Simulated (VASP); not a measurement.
# Si2W (I4/mmm) in VASP: a series of runs

Runs on Si2W. Level: PBEsol. Tasks: single point.

All numbers are computed with VASP 6.6.1; they aren't measurements. Logs are shortened: lines on timing, memory, paths and dates and some standing lists are left out, and cuts for length are marked.

## 1. The cell of the first run

Symmetry: I4/mmm, No. 139, tetragonal system. The conventional cell has a = 3.363 Å, b = 3.363 Å, c = 7.620 Å, α = 90.00°, β = 90.00°, γ = 90.00°. Si (site symmetry 4mm) has 9 Si at 2.52 to 3.36 Å and 5 W at 2.55 to 2.69 Å within 3.4 Å. W (site symmetry 4/mmm) has 10 Si at 2.55 to 2.69 Å and 4 W at 3.36 Å within 3.4 Å.

## 2. Single point, PBEsol (strain +0.050 along x and y, -0.025 along z)

INCAR reads:

```
SYSTEM = Si2W
PREC     = Accurate       ! precision mode
ENCUT    = 520            ! plane-wave cutoff, eV
EDIFF    = 1E-6           ! SCF threshold, eV
ISMEAR   = 0              ! smearing method
SIGMA    = 0.15           ! smearing width, eV
LREAL    = .False.        ! projectors in reciprocal space
LASPH    = .True.         ! aspherical terms in the spheres
NELM     = 80             ! most SCF steps
ALGO     = Normal         ! electronic algorithm
ISIF     = 2              ! what is computed and relaxed
LWAVE    = .False.        ! write WAVECAR
LCHARG   = .True.         ! write CHGCAR
GGA      = PS             ! functional
LELF     = .True.         ! ELF
LVHAR    = .True.       
NBANDS   = 18             ! bands
```

KPOINTS reads:

```
Automatic mesh
0
Gamma
  20 20 20
  0 0 0
```

POSCAR reads:

```
Si2W
1.0
   -1.6813122702      1.6813122702      3.8101696078
    1.6813122702     -1.6813122702      3.8101696078
    1.6813122702      1.6813122702     -3.8101696078
Si W
2 1
Direct
    0.3344989450      0.3344989450      0.0000000000
    0.6655010550      0.6655010550      0.0000000000
    0.0000000000      0.0000000000      0.0000000000
```

Potentials or basis: VASP PAW PBE potentials, release 64 (Si, W_sv).

Launch:

```bash
$ cat potpaw_PBE.64/Si/POTCAR potpaw_PBE.64/W_sv/POTCAR > POTCAR
$ mpirun -np 1 vasp_std > vasp.out
```

OUTCAR:

```text
SYSTEM = Si2W
   PREC = Accurate
   ENCUT = 520
   EDIFF = 1E-6
   ISMEAR = 0
   LREAL = .False.
   LASPH = .True.
   NELM = 80
   ISIF = 2
   GGA = PS

 ion  position               nearest neighbor table
   1  0.334  0.334  0.000-   2 2.52   3 2.55   3 2.69   3 2.69   3 2.69   3 2.69   2 2.70   2 2.70
                             2 2.70   2 2.70
   2  0.666  0.666  0.000-   1 2.52   3 2.55   3 2.69   3 2.69   3 2.69   3 2.69   1 2.70   1 2.70
                             1 2.70   1 2.70
   3  0.000  0.000  0.000-   1 2.55   2 2.55   2 2.69   1 2.69   2 2.69   2 2.69   2 2.69   1 2.69
                             1 2.69   1 2.69

  LATTYP: Found a body centered tetragonal cell.
 ALAT       =     3.3626245404
 C/A-ratio  =     2.2661879505

  Lattice vectors:

 A1 = (  -1.6813122702,   1.6813122702,   3.8101696078)
 A2 = (   1.6813122702,  -1.6813122702,   3.8101696078)
 A3 = (   1.6813122702,   1.6813122702,  -3.8101696078)

Analysis of symmetry for initial positions (statically):
=====================================================================
 Subroutine PRICEL returns:
 Original cell was already a primitive cell.

 Routine SETGRP: Setting up the symmetry group for a
 body centered tetragonal supercell.

 Subroutine GETGRP returns: Found 16 space group operations
 (whereof 16 operations were pure point group operations)
 out of a pool of 16 trial point group operations.

The static configuration has the point symmetry D_4h.

Analysis of symmetry for dynamics (positions and initial velocities):
=====================================================================
 Subroutine PRICEL returns:
 Original cell was already a primitive cell.

 Routine SETGRP: Setting up the symmetry group for a
 body centered tetragonal supercell.

 Subroutine GETGRP returns: Found 16 space group operations
 (whereof 16 operations were pure point group operations)
 out of a pool of 16 trial point group operations.

The dynamic configuration has the point symmetry D_4h.

 Subroutine INISYM returns: Found 16 space group operations
 (whereof 16 operations are pure point group operations),
 and found     1 'primitive' translations

----------------------------------------------------------------------------------------

                                     Primitive cell

  volume of cell :      43.0825

  direct lattice vectors                    reciprocal lattice vectors
    -1.681312270  1.681312270  3.810169608     0.000000000  0.297386755  0.131227754
     1.681312270 -1.681312270  3.810169608     0.297386755  0.000000000  0.131227754
     1.681312270  1.681312270 -3.810169608     0.297386755  0.297386755  0.000000000

  length of vectors
     4.491215241  4.491215241  4.491215241     0.325053235  0.325053235  0.420568382

  position of ions in fractional coordinates (direct lattice)
     0.334498945  0.334498945  0.000000000
     0.665501055  0.665501055  0.000000000
     0.000000000  0.000000000  0.000000000

  ion indices of the primitive-cell ions
   primitive index   ion index
                 1           1
                 2           2
                 3           3

----------------------------------------------------------------------------------------

 KPOINTS: Automatic mesh

Automatic generation of k-mesh.
 Grid dimensions read from file:
 generate k-points for:   20   20   20

 Generating k-lattice:

  Cartesian coordinates                     Fractional coordinates (reciprocal lattice)
     0.000000000  0.014869338  0.006561388     0.050000000  0.000000000  0.000000000
     0.014869338  0.000000000  0.006561388     0.000000000  0.050000000  0.000000000
     0.014869338  0.014869338  0.000000000     0.000000000  0.000000000  0.050000000

  Length of vectors
     0.016252662  0.016252662  0.021028419

  Shift w.r.t. Gamma in fractional coordinates (k-lattice)
     0.000000000  0.000000000  0.000000000

 Subroutine IBZKPT returns following result:
 ===========================================

 Found    641 irreducible k-points:

 Following reciprocal coordinates:
            Coordinates               Weight
  0.000000  0.000000  0.000000      1.000000
  0.050000  0.000000  0.000000      8.000000
  0.100000  0.000000 -0.000000      8.000000
  0.150000  0.000000  0.000000      8.000000
  0.200000  0.000000 -0.000000      8.000000
  0.250000  0.000000  0.000000      8.000000
[... 16 lines left out ...]
 -0.400000  0.050000  0.000000     16.000000
 -0.350000  0.050000  0.000000     16.000000
 [... further k-points ...]
   k-points           NKPTS =    641   k-points in BZ     NKDIM =    641   number of bands    NBANDS=     18
   number of dos      NEDOS =    301   number of ions     NIONS =      3
   total plane-waves  NPLWV =  46656
   dimension x,y,z NGX =    36 NGY =   36 NGZ =   36
   dimension x,y,z NGXF=    72 NGYF=   72 NGZF=   72
   ions per type =               2   1
   NGX,Y,Z   is equivalent  to a cutoff of  13.33, 13.33, 13.33 a.u.
   NGXF,Y,Z  is equivalent  to a cutoff of  26.65, 26.65, 26.65 a.u.
 SYSTEM =  Si2W
   PREC   = accura    normal or accurate (medium, high low for compatibility)
   ISTART =      0    job   : 0-new  1-cont  2-samecut
   ICHARG =      2    charge: 1-file 2-atom 10-const
   ISPIN  =      1    spin polarized calculation?
   LNONCOLLINEAR =      F non collinear calculations
   LSORBIT =      F    spin-orbit coupling
   LASPH  =      T    aspherical Exc in radial PAW
   ENCUT  =  520.0 eV  38.22 Ry    6.18 a.u.   8.35  8.35  8.35*2*pi/ulx,y,z
   NELM   =     80;   NELMIN=  2; NELMDL= -5     # of ELM steps
   EDIFF  = 0.1E-05   stopping-criterion for ELM
   LREAL  =      F    real-space projection
   EDIFFG = 0.1E-04   stopping-criterion for IOM
   NSW    =      0    number of steps for IOM
   IBRION =     -1    ionic relax: 0-MD 1-quasi-New 2-CG
   NFREE  =      0    steps in history (QN), initial steepest desc. (CG)
   ISIF   =      2    stress and relaxation
   ISYM   =      2    0-nonsym 1-usesym 2-fastsym
   POTIM  = 0.5000    time-step for ionic-motion
   TEBEG  =    0.0;   TEEND  =   0.0 temperature during run
   PSTRESS=    0.0 pullay stress
   NELECT =      22.0000    total number of electrons
   NUPDOWN=      -1.0000    fix difference up-down
   EMIN   =  10.00;   EMAX   =-10.00  energy-range for DOS
   EFERMI =   0.00;   METHOD = LEGACY
   ISMEAR =     0;   SIGMA  =   0.15  broadening in eV -4-tet -1-fermi 0-gaus
   EFERMI_NEDOS =   21; number of points for ismear=-14 and -15
   IALGO  =     38    algorithm
   IMIX   =      4    mixing-type and parameters
     AMIX     =   0.40;   BMIX     =  1.00
     AMIX_MAG =   1.60;   BMIX_MAG =  1.00
  volume/ion in A,a.u.               =      14.36        96.91
  Fermi-wavevector in a.u.,A,eV,Ry     =   1.308525  2.472754 23.296409  1.712238
  Thomas-Fermi vector in A             =   2.439186
   LORBIT       =      0    0 simple, 1 ext, 2 COOP (PROOUT), +10 PAW based schemes
   GGA     = PS    functional components
   LHFCALC =     F    Hartree Fock is set to
   AEXX    =    0.0000 exact exchange contribution
   IVDW    =     0    specifies the selected vdW correction
   LEPSILON=     F    determine dielectric tensor
   LRPA    =     F    only Hartree local field effects (RPA)
 non-spin polarized calculation
 Gauss-broadening in eV      SIGMA  =   0.15
  energy-cutoff  :      520.00
  volume of cell :       43.08
 maximum number of plane-waves:      1179
 NGX is ok and might be reduce to    36
   NGX = 17   NGY = 17   NGZ = 17

 number of electron      22.0000000 magnetization

 Free energy of the ion-electron system (eV)
  ---------------------------------------------------
  ext. energy  EPLUGINS =         0.00000000
  ---------------------------------------------------
  free energy    TOTEN  =       -26.34164190 eV

  energy without entropy =      -26.33827733  energy(sigma->0) =      -26.33995961

 E-fermi :  10.7876     XC(G=0): -12.2964

 val. band max:       10.7707700171   @ k =  -0.4000  -0.4500   0.4000
 cond. band min:      10.7879426737   @ k =  -0.1500  -0.1500   0.1000
 fundamental gap:      0.0171726566
 Fermi energy:        10.7876025821

 k-point     1 :       0.0000    0.0000    0.0000
  band No.  band energies     occupation
      1     -63.0047      2.00000
      2     -27.2641      2.00000
      3     -27.2641      2.00000
      4     -27.1664      2.00000
      5      -2.5865      2.00000
      6       4.6752      2.00000
[... 10 lines left out ...]
     17      16.5615      0.00000
     18      16.5615      0.00000

 k-point     2 :       0.0500    0.0000    0.0000
  band No.  band energies     occupation
      1     -63.0046      2.00000
      2     -27.2673      2.00000
      3     -27.2638      2.00000
      4     -27.1663      2.00000
      5      -2.5425      2.00000
      6       4.6727      2.00000
[... 10 lines left out ...]
     17      16.5463      0.00000
     18      16.6977      0.00000

 k-point     3 :       0.1000    0.0000   -0.0000
  band No.  band energies     occupation
      1     -63.0044      2.00000
      2     -27.2768      2.00000
      3     -27.2630      2.00000
      4     -27.1658      2.00000
      5      -2.4112      2.00000
      6       4.6574      2.00000
[... 10 lines left out ...]
     17      16.5118      0.00000
     18      17.0288      0.00000

 k-point     4 :       0.1500    0.0000    0.0000
  band No.  band energies     occupation
      1     -63.0040      2.00000
      2     -27.2915      2.00000
      3     -27.2617      2.00000
      4     -27.1652      2.00000
      5      -2.1946      2.00000
      6       4.6021      2.00000
[... 375 lines left out ...]
      4     -27.1600      2.00000
      5       0.5375      2.00000
      6       2.0317      2.00000
[... 10 lines left out ...]
     17      17.6140      0.00000
     18      18.0341      0.00000

 k-point    23 :      -0.4000    0.0500    0.0000
  band No.  band energies     occupation
      1     -63.0012      2.00000
      2     -27.3827      2.00000
      3     -27.2567      2.00000
      4     -27.1603      2.00000
      5      -0.0624      2.00000
      6       2.6746      2.00000
[... 10 lines left out ...]
     17      17.7336      0.00000
     18      18.6644      0.00000

 k-point    24 :      -0.3500    0.0500    0.0000
  band No.  band energies     occupation
      1     -63.0016      2.00000
      2     -27.3683      2.00000
      3     -27.2579      2.00000
      4     -27.1608      2.00000
      5      -0.6177      2.00000
      6       3.2966      2.00000
[... 10 lines left out ...]
     17      17.8196      0.00000
     18      18.7614      0.00000

 [... further k-points ...]

------------------------ aborting loop because EDIFF is reached ----------------------------------------

  FORCE on cell =-STRESS in cart. coord.  units (eV):
  Direction    XX          YY          ZZ          XY          YZ          ZX
  --------------------------------------------------------------------------------------
  -------------------------------------------------------------------------------------
  Total       -5.5946347     -5.5946347      1.6898578      0.0000000      0.0000000      0.0000000
  in kB     -208.0564824   -208.0564824     62.8434020      0.0000000      0.0000000      0.0000000
  external PRESSURE =    -117.7565209 kB  Pullay stress =       0.0000000 kB

 VOLUME and BASIS-vectors are now :
 -----------------------------------------------------------------------------
  energy-cutoff  :      520.00
  volume of cell :       43.08
      direct lattice vectors                 reciprocal lattice vectors
    -1.681312270  1.681312270  3.810169608     0.000000000  0.297386755  0.131227754
     1.681312270 -1.681312270  3.810169608     0.297386755  0.000000000  0.131227754
     1.681312270  1.681312270 -3.810169608     0.297386755  0.297386755  0.000000000

 POSITION                                       TOTAL-FORCE (eV/Angst)
 -----------------------------------------------------------------------------------
      0.00000      0.00000      2.54900         0.000000      0.000000      0.130915
      0.00000      0.00000      5.07134        -0.000000     -0.000000     -0.130915
      0.00000      0.00000      0.00000        -0.000000     -0.000000      0.000000
 -----------------------------------------------------------------------------------
    total drift:                                0.000000     -0.000000      0.000000

  FREE ENERGIE OF THE ION-ELECTRON SYSTEM (eV)
  ---------------------------------------------------
  free  energy   TOTEN  =       -26.3416418971 eV

  energy  without entropy=      -26.3382773313  energy(sigma->0) =      -26.33995961
```

Wall time 14 min (1 thread of Intel Xeon 8259CL, shared host); peak memory 0.58 GiB.

Results:

```
Free energy            : -26.3416 eV
Pressure               : -11.8 GPa
Largest force          : 0.131 eV/Å
Band gap on the k mesh : zero (bands 11 and 12 overlap by 0.76 eV)
```

Forces on the atoms (eV/Å):
```
Si   0.000  0.000  0.131
Si   0.000  0.000 -0.131
W    0.000  0.000  0.000
```

Stress tensor (GPa, compression positive):
```
-20.81   0.00   0.00
  0.00 -20.81   0.00
  0.00   0.00   6.28
```

Caveat: the cell differs from its parent crystal (strain +0.050 along x and y, -0.025 along z); the cell stands under tension; the PAW data sets were made with another functional, which shifts forces and pressure a little; spin-orbit coupling is left out, which moves the levels of the heavy elements.

(Continued in part 2 of 2.)
